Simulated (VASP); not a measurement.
## MoS2: relaxation of cell and atoms with PBE+D3(BJ)

MoS2:

```
CELL_PARAMETERS angstrom
3.19224 0.00000 0.00000
-1.59612 2.76456 0.00000
0.00000 0.00000 13.37829
ATOMIC_POSITIONS crystal
Mo 0.66667 0.33333 0.25000
Mo 0.33333 0.66667 0.75000
S 0.66667 0.33333 0.63308
S 0.33333 0.66667 0.36692
S 0.66667 0.33333 0.86692
S 0.33333 0.66667 0.13308
```

```
Program                : VASP 6.6.1
Task                   : relaxation of cell and atoms
Functional             : PBE
Dispersion             : D3(BJ)
Potentials or basis    : VASP PAW PBE potentials, release 64 (Mo_sv, S)
Cutoff                 : 600 eV
k mesh                 : 12 × 12 × 2
Occupations            : gaussian, width 0.02 eV
Spin                   : no spin polarisation
Dipole correction      : no
Further INCAR settings : ALGO = Normal; EDIFF = 1e-06; IBRION = 2; EDIFFG = -0.002; NSW = 100; ISIF = 3
```

```yaml
Relaxed_volume: 17.31 Å³/atom
Relaxed_cell: a = 3.149 Å, b = 3.149 Å, c = 12.094 Å, α = 90.00°, β = 90.00°, γ = 120.00°
Space_group_after_relaxing_to_0.1_Å: P6_3/mmc (No. 194)
Energy_gained_by_relaxing: 27.4 meV/atom
Ionic_steps: 20
Pressure_after_relaxing: 0.0 GPa
Band_gap_on_the_k_mesh: 0.80 eV (least direct gap 1.71 eV)
Dispersion_energy_per_atom: -0.438 eV
```

Step by step:
```csv
step,energy change (eV),largest force (eV/Å),pressure (GPa),volume (Å³)
1,0.0000,0.1196,-3.80,118.07
2,0.0608,1.1410,6.57,110.27
3,-0.0387,0.3364,-0.18,114.99
4,-0.0531,0.1660,-0.17,113.90
5,-0.0549,0.0805,-0.16,113.34
6,-0.0695,0.0939,-0.05,112.32
7,-0.1101,0.1431,0.47,109.24
8,-0.1522,0.2704,2.30,103.13
9,-0.1597,0.1453,1.45,103.06
10,-0.1630,0.0331,0.27,102.95
11,-0.1631,0.0094,0.42,102.97
12,-0.1634,0.0065,0.38,103.09
13,-0.1640,0.0027,0.21,103.47
14,-0.1639,0.0208,-0.12,104.22
15,-0.1642,0.0107,0.07,103.79
16,-0.1642,0.0112,0.08,103.81
17,-0.1641,0.0160,-0.03,104.02
18,-0.1642,0.0117,0.06,103.83
19,-0.1642,0.0006,-0.02,103.84
20,-0.1642,0.0013,-0.01,103.84
```

Final structure:
```xyz
6
Lattice="3.1488 0.0000 0.0000 -1.5744 2.7269 0.0000 0.0000 0.0000 12.0938" Properties=species:S:1:pos:R:3 pbc="T T T"
Mo    1.5744    0.9090    3.0234
Mo    0.0000    1.8180    9.0703
S     1.5744    0.9090    7.5051
S     0.0000    1.8180    4.5887
S     1.5744    0.9090   10.6355
S     0.0000    1.8180    1.4582
```

Levels at points of the mesh, in eV from the valence-band top:
```
           k point  band 22  band 23  band 24  band 25  band 26  band 27  band 28  band 29  band 30  band 31
(0.00, 0.00, 0.00)    -2.15    -2.15    -1.27    -1.11     0.00     2.10     2.10     2.13     2.13     2.24
(0.50, 0.00, 0.00)    -2.55    -1.78    -1.52    -1.49    -1.33     1.62     1.68     2.00     2.31     2.83
(0.00, 0.00, 0.50)    -2.18    -2.18    -2.18    -0.27    -0.27     2.10     2.10     2.10     2.10     2.36
(0.50, 0.00, 0.50)    -2.73    -1.65    -1.65    -1.40    -1.40     1.65     1.65     2.17     2.17     3.23
```

Run time: 35 min on 1 thread of Intel(R) Xeon(R) Platinum 8488C (Sapphire Rapids) (shared host), peak memory 0.39 GiB.

A k mesh can miss the band edges.
